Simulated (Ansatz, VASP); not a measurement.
# One calculation of Sn4SeS3, two programs

The input INCAR:

```
PREC = Accurate ; ENCUT = 520
EDIFF = 1E-7 ; ISMEAR = 0
SIGMA = 0.1 ; LREAL = False
LASPH = True ; NELM = 80
ALGO = Normal ; ISIF = 2
LWAVE = False ; LCHARG = False
GGA = PE ; NBANDS = 50
```

Contents of KPOINTS:

```
Automatic mesh
0
Gamma
  4 4 2
```

File POSCAR:

```
Sn4SeS3
1.0
    6.5877572144      0.0000000000      0.0000000000
    0.0000000000      4.1467871864      0.0000000000
   -3.2729165381      0.0000000000      7.8231592392
Sn Se S
4 1 3
Direct
    0.2687060470      0.0000000000      0.7778824279
    0.7690923859      0.0000000000      0.2789221868
    0.6974937446      0.5000000000      0.6812320064
    0.2112693224      0.5000000000      0.1991575243
    0.9931400130      0.0000000000      0.9507749264
    0.5092783260      0.0000000000      0.4471195343
    0.5251070345      0.5000000000      0.0836724352
    0.0259131267      0.5000000000      0.5812389586
```

Input for Ansatz:

```yaml
crystal:
  lattice:
    - [6.5877572144, 0.0, 0.0]
    - [0.0, 4.1467871864, 0.0]
    - [-3.2729165381, 0.0, 7.8231592392]
  atoms:
    - { symbol: Sn, position: [0.268706047, 0.0, 0.7778824279] }
    - { symbol: Sn, position: [0.7690923859, 0.0, 0.2789221868] }
    - { symbol: Sn, position: [0.6974937446, 0.5, 0.6812320064] }
    - { symbol: Sn, position: [0.2112693224, 0.5, 0.1991575243] }
    - { symbol: Se, position: [0.993140013, 0.0, 0.9507749264] }
    - { symbol: S, position: [0.509278326, 0.0, 0.4471195343] }
    - { symbol: S, position: [0.5251070345, 0.5, 0.0836724352] }
    - { symbol: S, position: [0.0259131267, 0.5, 0.5812389586] }
basis:
  ecutwfc: 420
kpoints:
  mp_grid: { grid: [4, 4, 2] }
hamiltonian:
  xc: pbe
scf:
  occupations: { method: gaussian, width: 0.1 }
  lower_state_search: "off"
output:
  forces: true
  stress: true
  eigenvalues: true
```

Change from the starting cell: the structure that the rattled cell fell into.

Alike in both runs: task single point; functional PBE; k mesh 4 × 4 × 2; occupations gaussian, width 0.1 eV; no spin polarisation.

```csv
,VASP,Ansatz
version,VASP 6.6.1,Ansatz 0.2.0
potentials or method,"VASP PAW PBE potentials, release 64 (Sn_d, Se, S), cutoff 520 eV","scalar-relativistic, plane waves, PAW"
valence electrons in the cell,80,90
```

|  | VASP | Ansatz | Ansatz less VASP |
| --- | --- | --- | --- |
| gap on the k mesh at the Fermi level (eV) | 0.51 | 0.52 | +0.010 |
| least direct gap on the mesh (eV) | 0.63 | 0.64 | +0.010 |
| pressure (GPa) | 0.1 | 0.1 | +0.03 |
| traceless stress, the component that is largest in VASP (GPa) | 0.22 | 0.22 | -0.005 |
| rms of the force components (eV/Å) | 0.025 | 0.024 | -0.0012 |

Atom by atom the forces differ by 0.004 eV/Å (rms over components). The functional is the same, so the differences come from potentials, cutoffs and numerics. VASP's potentials hold 80 valence electrons a cell and Ansatz's 90, so a difference there can come from the potentials and not from the codes.
